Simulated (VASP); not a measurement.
Crystal: Tc.

```
CELL_PARAMETERS angstrom
2.79374 0.00000 0.00000
-1.39687 2.41945 0.00000
0.00000 0.00000 4.48426
ATOMIC_POSITIONS crystal
Tc 0.66667 0.33333 0.75000
Tc 0.33333 0.66667 0.25000
```

Base run:

```yaml
Program: VASP 6.6.1
Functional: r2SCAN
Potentials_or_basis: VASP PAW PBE potentials, release 64 (Tc_pv)
Cutoff: 520 eV
k_mesh: 11 × 11 × 6
Occupations: fermi-dirac, width 0.05 eV
Spin: no spin polarisation
```

Its results: band gap on the k mesh zero (bands 13 and 14 overlap by 2.98 eV); pressure -17.8 GPa.

Task: The run is repeated on the same cell with these changes: functional from r2SCAN to PBE; further incar settings from ALGO = Normal; EDIFF = 1e-07; NBANDS = 20 to ALGO = Normal; EDIFF = 1e-06; NBANDS = 20. What comes out?

Result: Band gap on the k mesh zero (bands 13 and 14 overlap by 2.85 eV); pressure -13.7 GPa.

Caveats: the cell stands under tension; the PAW data sets were made with another functional, which shifts forces and pressure a little (at least some runs).
